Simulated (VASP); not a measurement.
Wanted: the native input for a VASP 6.6.1 run.

```yaml
Task: single point
Functional: PBEsol
Potentials_or_basis: VASP PAW PBE potentials, release 64 (Zr_sv)
Cutoff: 520 eV
k_mesh: 9 × 9 × 5
Occupations: fermi-dirac, width 0.05 eV
Spin: no spin polarisation
Dipole_correction: no
Further_INCAR_settings: ALGO = Fast; EDIFF = 1e-06; NBANDS = 19
```

The structure of Zr lies in POSCAR:

```
Zr
1.0
    3.1818370469      0.0000000000      0.0000000000
   -1.5909185235      2.7555517133      0.0000000000
    0.0000000000      0.0000000000      5.1248003998
Zr
2
Direct
    0.6666666667      0.3333333333      0.7500000000
    0.3333333333      0.6666666667      0.2500000000
```

The input as run:

INCAR

```
SYSTEM = Zr
PREC = Accurate
ENCUT = 520
EDIFF = 1E-6
ISMEAR = -1
SIGMA = 0.05
LREAL = .FALSE.
LASPH = .TRUE.
NELM = 60
ALGO = Fast
ISIF = 2
LWAVE = .FALSE.
LCHARG = .FALSE.
GGA = PS
NBANDS = 19
```

KPOINTS

```
Automatic mesh
0
G
  9 9 5
  0 0 0
```

Potentials or basis: VASP PAW PBE potentials, release 64 (Zr_sv).

Launch:

```sh
$ cat potpaw_PBE.64/Zr_sv/POTCAR > POTCAR
$ mpirun -np 1 vasp_std > vasp.out
```

It gave:

| Property | Result |
| --- | --- |
| Pressure | 0.1 GPa |
| Band gap on the k mesh | zero (bands 12 and 13 overlap by 1.13 eV) |

Caveat: the PAW data sets were made with another functional, which shifts forces and pressure a little.

Run time: 75 s on 1 thread of Intel Xeon 8259CL, on a shared host, peak memory 0.16 GiB.
